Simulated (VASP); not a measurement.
# ScBSbP3 (P4/mmm) in VASP: further runs

ScBSbP3 is run at these levels: PBE; tasks: single point, relaxation of cell and atoms.

Everything below comes from runs of VASP 6.6.1. Logs are shortened: lines on timing, memory, paths and dates and some standing lists are left out, and cuts for length are marked.

## (1) The cell of the first run

It takes space group P4/mmm (No. 123, tetragonal). Conventional cell: a = 4.984 Å, b = 4.984 Å, c = 5.342 Å, α = 90.00°, β = 90.00°, γ = 90.00°. Within 3.3 Å of Sc (site symmetry 4/mmm) lie 4 P at 2.49 Å and 2 Sb at 2.67 Å. B (site symmetry 4/mmm) has 10 P at 2.67 to 3.65 Å and 4 Sb at 3.52 Å within 3.7 Å. Sb (site symmetry 4/mmm) has 2 Sc at 2.67 Å and 4 B at 3.52 Å and 8 P at 3.65 Å within 3.7 Å. Within 3.3 Å of P (site symmetry mmm) lie 2 Sc at 2.49 Å and 2 P at 2.49 Å. P (site symmetry 4/mmm) has 4 P at 2.49 Å and 2 B at 2.67 Å within 3.3 Å.

The cell was generated, and may not be a known phase.

## (2) Single point, PBE

The input, INCAR:

```
SYSTEM = ScBSbP3
ALGO = Normal
EDIFF = 1E-7
ENCUT = 520
GGA = PE
ISIF = 2
ISMEAR = 0
LASPH = .True.
LCHARG = .False.
LREAL = .False.
LWAVE = .False.
NBANDS = 26
NELM = 80
PREC = Accurate
SIGMA = 0.1
```

The input, KPOINTS:

```
k-points
0
Gamma
  8 8 8
  0 0 0
```

The input, POSCAR:

```
ScBSbP3
1.0
    4.9841079282      0.0000000000      0.0000000000
    0.0000000000      4.9841079282      0.0000000000
    0.0000000000      0.0000000000      5.3416121112
Sc B Sb P
1 1 1 3
Direct
    0.0000000000      0.0000000000      0.5000000000
    0.5000000000      0.5000000000      0.0000000000
    0.0000000000      0.0000000000      0.0000000000
    0.5000000000      0.0000000000      0.5000000000
    0.0000000000      0.5000000000      0.5000000000
    0.5000000000      0.5000000000      0.5000000000
```

Potentials or basis: VASP PAW PBE potentials, release 64 (Sc_sv, B, Sb, P).

Command:

```bash
> cat potpaw_PBE.64/Sc_sv/POTCAR potpaw_PBE.64/B/POTCAR potpaw_PBE.64/Sb/POTCAR potpaw_PBE.64/P/POTCAR > POTCAR
> mpirun -np 1 vasp_std > vasp.out
```

OUTCAR:

```text
SYSTEM = ScBSbP3
   EDIFF = 1E-7
   ENCUT = 520
   GGA = PE
   ISIF = 2
   ISMEAR = 0
   LASPH = .True.
   LREAL = .False.
   NELM = 80
   PREC = Accurate

 ion  position               nearest neighbor table
   1  0.000  0.000  0.500-   4 2.49   5 2.49   5 2.49   4 2.49   3 2.67   3 2.67
   2  0.500  0.500  0.000-
   3  0.000  0.000  0.000-   1 2.67   1 2.67
   4  0.500  0.000  0.500-   1 2.49   6 2.49   6 2.49   1 2.49
   5  0.000  0.500  0.500-   1 2.49   6 2.49   1 2.49   6 2.49
   6  0.500  0.500  0.500-   4 2.49   5 2.49   4 2.49   5 2.49

  LATTYP: Found a simple tetragonal cell.
 ALAT       =     4.9841079282
 C/A-ratio  =     1.0717288205

  Lattice vectors:

 A1 = (   4.9841079282,   0.0000000000,   0.0000000000)
 A2 = (   0.0000000000,   4.9841079282,   0.0000000000)
 A3 = (   0.0000000000,   0.0000000000,   5.3416121112)

Analysis of symmetry for initial positions (statically):
=====================================================================
 Subroutine PRICEL returns:
 Original cell was already a primitive cell.

 Routine SETGRP: Setting up the symmetry group for a
 simple tetragonal supercell.

 Subroutine GETGRP returns: Found 16 space group operations
 (whereof 16 operations were pure point group operations)
 out of a pool of 16 trial point group operations.

The static configuration has the point symmetry D_4h.

Analysis of symmetry for dynamics (positions and initial velocities):
=====================================================================
 Subroutine PRICEL returns:
 Original cell was already a primitive cell.

 Routine SETGRP: Setting up the symmetry group for a
 simple tetragonal supercell.

 Subroutine GETGRP returns: Found 16 space group operations
 (whereof 16 operations were pure point group operations)
 out of a pool of 16 trial point group operations.

The dynamic configuration has the point symmetry D_4h.

 Subroutine INISYM returns: Found 16 space group operations
 (whereof 16 operations are pure point group operations),
 and found     1 'primitive' translations

----------------------------------------------------------------------------------------

                                     Primitive cell

  volume of cell :     132.6928

  direct lattice vectors                    reciprocal lattice vectors
     4.984107928  0.000000000  0.000000000     0.200637710  0.000000000  0.000000000
     0.000000000  4.984107928  0.000000000     0.000000000  0.200637710  0.000000000
     0.000000000  0.000000000  5.341612111     0.000000000  0.000000000  0.187209400

  length of vectors
     4.984107928  4.984107928  5.341612111     0.200637710  0.200637710  0.187209400

  position of ions in fractional coordinates (direct lattice)
     0.000000000  0.000000000  0.500000000
     0.500000000  0.500000000  0.000000000
     0.000000000  0.000000000  0.000000000
     0.500000000  0.000000000  0.500000000
     0.000000000  0.500000000  0.500000000
     0.500000000  0.500000000  0.500000000

  ion indices of the primitive-cell ions
   primitive index   ion index
                 1           1
                 2           2
                 3           3
                 4           4
                 5           5
                 6           6

----------------------------------------------------------------------------------------

 KPOINTS: k-points

Automatic generation of k-mesh.
 Grid dimensions read from file:
 generate k-points for:    8    8    8

 Generating k-lattice:

  Cartesian coordinates                     Fractional coordinates (reciprocal lattice)
     0.025079714  0.000000000  0.000000000     0.125000000  0.000000000  0.000000000
     0.000000000  0.025079714  0.000000000     0.000000000  0.125000000  0.000000000
     0.000000000  0.000000000  0.023401175     0.000000000  0.000000000  0.125000000

  Length of vectors
     0.025079714  0.025079714  0.023401175

  Shift w.r.t. Gamma in fractional coordinates (k-lattice)
     0.000000000  0.000000000  0.000000000

 Subroutine IBZKPT returns following result:
 ===========================================

 Found     75 irreducible k-points:

 Following reciprocal coordinates:
            Coordinates               Weight
  0.000000  0.000000  0.000000      1.000000
  0.125000  0.000000  0.000000      4.000000
  0.250000  0.000000  0.000000      4.000000
  0.375000  0.000000  0.000000      4.000000
  0.500000  0.000000  0.000000      2.000000
  0.125000  0.125000  0.000000      4.000000
[... 16 lines left out ...]
  0.375000  0.125000  0.125000     16.000000
  0.500000  0.125000  0.125000      8.000000
 [... further k-points ...]
   k-points           NKPTS =     75   k-points in BZ     NKDIM =     75   number of bands    NBANDS=     26
   number of dos      NEDOS =    301   number of ions     NIONS =      6
   total plane-waves  NPLWV =  64000
   dimension x,y,z NGX =    40 NGY =   40 NGZ =   40
   dimension x,y,z NGXF=    80 NGYF=   80 NGZF=   80
   ions per type =               1   1   1   3
   NGX,Y,Z   is equivalent  to a cutoff of  13.34, 13.34, 12.45 a.u.
   NGXF,Y,Z  is equivalent  to a cutoff of  26.68, 26.68, 24.90 a.u.
 SYSTEM =  ScBSbP3
   PREC   = accura    normal or accurate (medium, high low for compatibility)
   ISTART =      0    job   : 0-new  1-cont  2-samecut
   ICHARG =      2    charge: 1-file 2-atom 10-const
   ISPIN  =      1    spin polarized calculation?
   LNONCOLLINEAR =      F non collinear calculations
   LSORBIT =      F    spin-orbit coupling
   LASPH  =      T    aspherical Exc in radial PAW
   ENCUT  =  520.0 eV  38.22 Ry    6.18 a.u.   9.27  9.27  9.93*2*pi/ulx,y,z
   NELM   =     80;   NELMIN=  2; NELMDL= -5     # of ELM steps
   EDIFF  = 0.1E-06   stopping-criterion for ELM
   LREAL  =      F    real-space projection
   EDIFFG = 0.1E-05   stopping-criterion for IOM
   NSW    =      0    number of steps for IOM
   IBRION =     -1    ionic relax: 0-MD 1-quasi-New 2-CG
   NFREE  =      0    steps in history (QN), initial steepest desc. (CG)
   ISIF   =      2    stress and relaxation
   ISYM   =      2    0-nonsym 1-usesym 2-fastsym
   POTIM  = 0.5000    time-step for ionic-motion
   TEBEG  =    0.0;   TEEND  =   0.0 temperature during run
   PSTRESS=    0.0 pullay stress
   NELECT =      34.0000    total number of electrons
   NUPDOWN=      -1.0000    fix difference up-down
   EMIN   =  10.00;   EMAX   =-10.00  energy-range for DOS
   EFERMI =   0.00;   METHOD = LEGACY
   ISMEAR =     0;   SIGMA  =   0.10  broadening in eV -4-tet -1-fermi 0-gaus
   EFERMI_NEDOS =   21; number of points for ismear=-14 and -15
   IALGO  =     38    algorithm
   IMIX   =      4    mixing-type and parameters
     AMIX     =   0.40;   BMIX     =  1.00
     AMIX_MAG =   1.60;   BMIX_MAG =  1.00
  volume/ion in A,a.u.               =      22.12       149.24
  Fermi-wavevector in a.u.,A,eV,Ry     =   1.039805  1.964947 14.710554  1.081195
  Thomas-Fermi vector in A             =   2.174352
   LORBIT       =      0    0 simple, 1 ext, 2 COOP (PROOUT), +10 PAW based schemes
   GGA     = PE    functional components
   LHFCALC =     F    Hartree Fock is set to
   AEXX    =    0.0000 exact exchange contribution
   IVDW    =     0    specifies the selected vdW correction
   LEPSILON=     F    determine dielectric tensor
   LRPA    =     F    only Hartree local field effects (RPA)
 non-spin polarized calculation
 Gauss-broadening in eV      SIGMA  =   0.10
  energy-cutoff  :      520.00
  volume of cell :      132.69
 maximum number of plane-waves:      3602
 NGX is ok and might be reduce to    40
   NGX = 19   NGY = 19   NGZ = 19

 number of electron      34.0000000 magnetization

 Free energy of the ion-electron system (eV)
  ---------------------------------------------------
  ext. energy  EPLUGINS =         0.00000000
  ---------------------------------------------------
  free energy    TOTEN  =       -28.37335060 eV

  energy without entropy =      -28.35505901  energy(sigma->0) =      -28.36420480

 E-fermi :   4.4821     XC(G=0):  -9.5006

 val. band max:        4.4778232639   @ k =   0.5000   0.1250   0.1250
 cond. band min:       4.4859573658   @ k =   0.1250   0.0000   0.2500
 fundamental gap:      0.0081341020
 Fermi energy:         4.4821341011

 k-point     1 :       0.0000    0.0000    0.0000
  band No.  band energies     occupation
      1     -43.9020      2.00000
      2     -22.6720      2.00000
      3     -22.6553      2.00000
      4     -22.6553      2.00000
      5      -8.3662      2.00000
      6      -4.7804      2.00000
[... 18 lines left out ...]
     25       7.7325      0.00000
     26       8.1106      0.00000

 k-point     2 :       0.1250    0.0000    0.0000
  band No.  band energies     occupation
      1     -43.9020      2.00000
      2     -22.6719      2.00000
      3     -22.6570      2.00000
      4     -22.6553      2.00000
      5      -8.2891      2.00000
      6      -4.8996      2.00000
[... 18 lines left out ...]
     25       7.8938      0.00000
     26       8.3169      0.00000

 k-point     3 :       0.2500    0.0000    0.0000
  band No.  band energies     occupation
      1     -43.9019      2.00000
      2     -22.6718      2.00000
      3     -22.6609      2.00000
      4     -22.6551      2.00000
      5      -8.0702      2.00000
      6      -5.3353      2.00000
[... 18 lines left out ...]
     25       7.8084      0.00000
     26       8.6532      0.00000

 k-point     4 :       0.3750    0.0000    0.0000
  band No.  band energies     occupation
      1     -43.9018      2.00000
      2     -22.6717      2.00000
      3     -22.6648      2.00000
      4     -22.6550      2.00000
      5      -7.7666      2.00000
      6      -5.8891      2.00000
[... 18 lines left out ...]
     25       8.1063      0.00000
     26       8.3951      0.00000
[... 496 lines left out ...]
      1     -43.9020      2.00000
      2     -22.6711      2.00000
      3     -22.6607      2.00000
      4     -22.6566      2.00000
      5      -7.9787      2.00000
      6      -5.2723      2.00000
[... 18 lines left out ...]
     25       8.3336      0.00000
     26       9.0720      0.00000

 k-point    23 :       0.3750    0.1250    0.1250
  band No.  band energies     occupation
      1     -43.9019      2.00000
      2     -22.6710      2.00000
      3     -22.6646      2.00000
      4     -22.6565      2.00000
      5      -7.6778      2.00000
      6      -5.7991      2.00000
[... 18 lines left out ...]
     25       8.0350      0.00000
     26       8.7714      0.00000

 k-point    24 :       0.5000    0.1250    0.1250
  band No.  band energies     occupation
      1     -43.9019      2.00000
      2     -22.6709      2.00000
      3     -22.6662      2.00000
      4     -22.6564      2.00000
      5      -7.4967      2.00000
      6      -6.0787      2.00000
[... 18 lines left out ...]
     25       8.3282      0.00000
     26       8.6764      0.00000

 [... further k-points ...]
[... 5 lines left out ...]
  --------------------------------------------------------------------------------------
  -------------------------------------------------------------------------------------
  Total        0.0173481      0.0173481     -0.1019469      0.0000000      0.0000000      0.0000000
  in kB        0.2094663      0.2094663     -1.2309409      0.0000000      0.0000000      0.0000000
  external PRESSURE =      -0.2706694 kB  Pullay stress =       0.0000000 kB

 VOLUME and BASIS-vectors are now :
 -----------------------------------------------------------------------------
  energy-cutoff  :      520.00
  volume of cell :      132.69
      direct lattice vectors                 reciprocal lattice vectors
     4.984107928  0.000000000  0.000000000     0.200637710  0.000000000  0.000000000
     0.000000000  4.984107928  0.000000000     0.000000000  0.200637710  0.000000000
     0.000000000  0.000000000  5.341612111     0.000000000  0.000000000  0.187209400

 POSITION                                       TOTAL-FORCE (eV/Angst)
 -----------------------------------------------------------------------------------
      0.00000      0.00000      2.67081         0.000000      0.000000      0.000000
      2.49205      2.49205      0.00000         0.000000      0.000000      0.000000
      0.00000      0.00000      0.00000         0.000000      0.000000      0.000000
      2.49205      0.00000      2.67081         0.000000      0.000000      0.000000
      0.00000      2.49205      2.67081         0.000000      0.000000      0.000000
      2.49205      2.49205      2.67081         0.000000      0.000000      0.000000
 -----------------------------------------------------------------------------------
    total drift:                               -0.000000      0.000000     -0.000000

  FREE ENERGIE OF THE ION-ELECTRON SYSTEM (eV)
  ---------------------------------------------------
  free  energy   TOTEN  =       -28.3733505998 eV

  energy  without entropy=      -28.3550590100  energy(sigma->0) =      -28.36420480
```

It took 6 min on 1 thread of Oxide Virtual Turin-like, shared host; peak memory 0.39 GiB.

Results:

```yaml
Free_energy: -28.3734 eV
Pressure: 0.0 GPa
Band_gap_on_the_k_mesh: zero (bands 17 and 18 overlap by 1.47 eV)
```

Stress tensor (GPa, compression positive):
```
 0.02  0.00  0.00
 0.00  0.02  0.00
 0.00  0.00 -0.12
```

Caveat: spin-orbit coupling is left out, which moves the levels of the heavy elements.

## (3) Relaxation of cell and atoms, PBE

This run uses another cell than the first one, of 22.06 Å³/atom.

The input, INCAR:

```
  PREC = Accurate
  ENCUT = 600
  EDIFF = 1E-6
  ISMEAR = 0
  SIGMA = 0.1
  LREAL = False
  LASPH = True
  NELM = 100
  ALGO = Normal
  ISIF = 3
  LWAVE = False
  LCHARG = False
  GGA = PE
  IBRION = 2
  NSW = 100
  EDIFFG = -0.01
```

The input, KPOINTS:

```
regular mesh
0
Gamma
  8 8 8
```

POSCAR: that of step 2 with these lines changed.

```diff
@@ -2,5 +2,5 @@
 1.0
-    4.9841079282      0.0000000000      0.0000000000
-    0.0000000000      4.9841079282      0.0000000000
-    0.0000000000      0.0000000000      5.3416121112
+    4.9409485591      0.0000000000      0.0000000000
+    0.0000000000      4.9409485591      0.0000000000
+    0.0000000000      0.0000000000      5.4217941743
 Sc B Sb P
```

Potentials or basis: VASP PAW PBE potentials, release 64 (Sc_sv, B, Sb, P).

Command:

```bash
> cat potpaw_PBE.64/Sc_sv/POTCAR potpaw_PBE.64/B/POTCAR potpaw_PBE.64/Sb/POTCAR potpaw_PBE.64/P/POTCAR > POTCAR
> mpirun -np 1 vasp_std > vasp.out
```

Run time: 14 min. Hardware: 1 thread of Oxide Virtual Turin-like, shared host; peak memory 0.45 GiB.

It converged, with:

```yaml
Free_energy: -28.3740 eV
Relaxed_volume: 22.11 Å³/atom
Relaxed_cell: a = 4.987 Å, b = 4.987 Å, c = 5.335 Å, α = 90.00°, β = 90.00°, γ = 90.00°
Space_group_after_relaxing_to_0.1_Å: P4/mmm (No. 123)
Energy_gained_by_relaxing: 3.6 meV/atom
Ionic_steps: 4
Pressure_after_relaxing: 0.0 GPa
Band_gap_on_the_k_mesh: zero (bands 17 and 18 overlap by 1.46 eV)
```

Stress tensor (GPa, compression positive):
```
-0.06  0.00  0.00
 0.00 -0.06  0.00
 0.00  0.00  0.04
```

The path:
```tsv
step	energy change (eV)	largest force (eV/Å)	pressure (GPa)	volume (Å³)
1	0.0000	0.0000	0.48	132.36
2	-0.0196	0.0000	-0.35	133.60
3	-0.0198	0.0000	-0.43	133.72
4	-0.0215	0.0000	-0.03	132.68
```

Final structure:
```
CELL_PARAMETERS angstrom
4.98690 0.00000 0.00000
0.00000 4.98690 0.00000
0.00000 0.00000 5.33507
ATOMIC_POSITIONS crystal
Sc 0.00000 0.00000 0.50000
B 0.50000 0.50000 0.00000
Sb 0.00000 0.00000 0.00000
P 0.50000 0.00000 0.50000
P 0.00000 0.50000 0.50000
P 0.50000 0.50000 0.50000
```

Levels at points of the mesh, in eV from the Fermi level:
```tsv
k point	band 15	band 16	band 17	band 18	band 19	band 20
(0.00, 0.00, 0.00)	-1.00	-0.25	0.29	0.29	0.95	1.43
(0.50, 0.00, 0.00)	-0.48	-0.26	0.22	1.05	1.06	1.09
(0.50, 0.50, 0.00)	-1.58	-1.58	-0.88	-0.39	0.21	0.21
(0.00, 0.00, 0.50)	-1.01	-0.69	-0.46	-0.46	0.99	1.40
(0.50, 0.00, 0.50)	-1.45	-0.93	0.24	0.24	0.42	0.65
(0.50, 0.50, 0.50)	-0.37	0.02	0.36	0.36	0.74	1.22
```

Caveat: spin-orbit coupling is left out, which moves the levels of the heavy elements.
